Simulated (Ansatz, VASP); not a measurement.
# Two plane-wave programs on La

INCAR

```
SYSTEM = La
ALGO     = Normal         ! electronic algorithm
EDIFF    = 1E-6           ! SCF threshold, eV
EDIFFG   = -0.01          ! ionic threshold
ENCUT    = 600            ! plane-wave cutoff, eV
GGA      = PE             ! functional
IBRION   = 2              ! ionic algorithm
ISIF     = 3              ! what is computed and relaxed
ISMEAR   = 0              ! smearing method
LASPH    = .TRUE.         ! aspherical terms in the spheres
LCHARG   = .FALSE.        ! write CHGCAR
LREAL    = .FALSE.        ! projectors in reciprocal space
LWAVE    = .FALSE.        ! write WAVECAR
NELM     = 80             ! most SCF steps
NSW      = 100            ! ionic steps
PREC     = Accurate       ! precision mode
SIGMA    = 0.1            ! smearing width, eV
```

Contents of KPOINTS:

```
k-points
0
G
  18 18 18
  0 0 0
```

POSCAR

```
La
1.0
    0.0000000000      2.6374569599      2.6374569599
    2.6374569599      0.0000000000      2.6374569599
    2.6374569599      2.6374569599      0.0000000000
La
1
Direct
    0.0000000000      0.0000000000      0.0000000000
```

Input for Ansatz:

```yaml
crystal:
  lattice:
    - [0.0, 2.6374569599, 2.6374569599]
    - [2.6374569599, 0.0, 2.6374569599]
    - [2.6374569599, 2.6374569599, 0.0]
  atoms:
    - { symbol: La, position: [0.0, 0.0, 0.0] }
basis:
  ecutwfc: 420
kpoints:
  mp_grid: { grid: [18, 18, 18] }
hamiltonian:
  xc: pbe
scf:
  occupations: { method: gaussian, width: 0.1 }
output:
  forces: true
  stress: true
  eigenvalues: true
relax:
  adjacent_minimum: "off"
  f_tol: 0.01
  max_steps: 80
  cell: { stress_tol: 0.05 }
```

Alike in both runs: task relaxation of cell and atoms; functional PBE; k mesh 18 × 18 × 18; occupations gaussian, width 0.1 eV; no spin polarisation.

```csv
,VASP,Ansatz
version,VASP 6.6.1,Ansatz 0.2.0
potentials or method,"VASP PAW PBE potentials, release 64 (La), cutoff 600 eV","scalar-relativistic, plane waves, PAW"
valence electrons in the cell,11,11
```

```csv
,VASP,Ansatz,Ansatz less VASP
"gap on the k mesh at the Fermi level, each at its own relaxed structure (eV)",none,none,-
relaxed volume (Å³/atom),36.91,36.79,-0.123
relaxed cell length with the largest relative difference (Å),3.737,3.733,-0.0041
```

A gap of «none» marks a metal or a gap that the smearing closes.

Neither program's run includes spin-orbit coupling.
